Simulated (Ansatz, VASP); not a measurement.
Hf: VASP beside Ansatz

The input INCAR:

```
PREC = Accurate
ENCUT = 520
EDIFF = 1E-6
ISMEAR = -1
SIGMA = 0.08
LREAL = F
LASPH = T
NELM = 100
ALGO = Normal
ISIF = 2
LWAVE = F
LCHARG = T
GGA = PS
LELF = T
LVHAR = T
NBANDS = 11
```

The input KPOINTS:

```
Automatic mesh
0
Gamma
  15 15 15
```

POSCAR

```
Hf
1.0
   -1.3860306564      1.3860306564      1.3860306564
    1.3860306564     -1.3860306564      1.3860306564
    1.3860306564      1.3860306564     -1.3860306564
Hf
1
Direct
    0.0000000000      0.0000000000      0.0000000000
```

Input for Ansatz:

```yaml
crystal:
  lattice:
    - [-1.3860306564, 1.3860306564, 1.3860306564]
    - [1.3860306564, -1.3860306564, 1.3860306564]
    - [1.3860306564, 1.3860306564, -1.3860306564]
  atoms:
    - { symbol: Hf, position: [0.0, 0.0, 0.0] }
kpoints:
  mp_grid: { grid: [15, 15, 15] }
scf:
  occupations: { method: fermi_dirac, width: 0.08 }
hamiltonian:
  xc: pbesol
  pseudopotentials: { kind: all_electron, lapw: { basis_error: 0.001 } }
output:
  forces: true
  stress: true
  eigenvalues: true
  populations: true
```

Change from the starting cell: volume scaled by 0.5, LAPW.

Alike in both runs: task single point; functional PBEsol; k mesh 15 × 15 × 15; occupations fermi-dirac, width 0.08 eV; no spin polarisation.

```csv
,VASP,Ansatz
version,VASP 6.6.1,Ansatz 0.2.0
potentials or method,"VASP PAW PBE potentials, release 64 (Hf_pv), cutoff 520 eV","all-electron LAPW, scalar-relativistic"
```

VASP gave:

| Quantity | Value |
| --- | --- |
| pressure (GPa) | 248.9 |

Q: Estimate Ansatz's values.

A: Pressure (GPa): 251.7.

VASP's potentials were made for PBE, not for PBEsol. Both programs put the cell under a high pressure, so it lies far from rest at this level. Ansatz ran all-electron here, and VASP with PAW potentials.

Neither program's run includes spin-orbit coupling. Noted on VASP's run: the cell as given lies far from equilibrium.
